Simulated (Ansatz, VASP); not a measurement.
**Cd: VASP beside Ansatz**

```
Cd
1.0
     0.00000    1.82479    1.82479
     1.82479    0.00000    1.82479
     1.82479    1.82479    0.00000
Cd
1
Direct
  0.00000 0.00000 0.00000
```

Change from the starting cell: volume scaled by 0.58, LAPW.

Alike in both runs: task single point; functional PBEsol; k mesh 17 × 17 × 17; occupations fermi-dirac, width 0.08 eV; no spin polarisation.

|  | VASP | Ansatz |
| --- | --- | --- |
| version | VASP 6.6.1 | Ansatz 0.2.0 |
| potentials or method | VASP PAW PBE potentials, release 64 (Cd), cutoff 520 eV | all-electron LAPW, scalar-relativistic |

```tsv
	VASP	Ansatz	Ansatz less VASP
pressure (GPa)	151.2	145.2	-6.04
```

VASP's potentials were made for PBE, not for PBEsol. Both programs put the cell under a high pressure, so it lies far from rest at this level. Ansatz ran all-electron here, and VASP with PAW potentials.

Noted on VASP's run: the cell as given lies far from equilibrium.
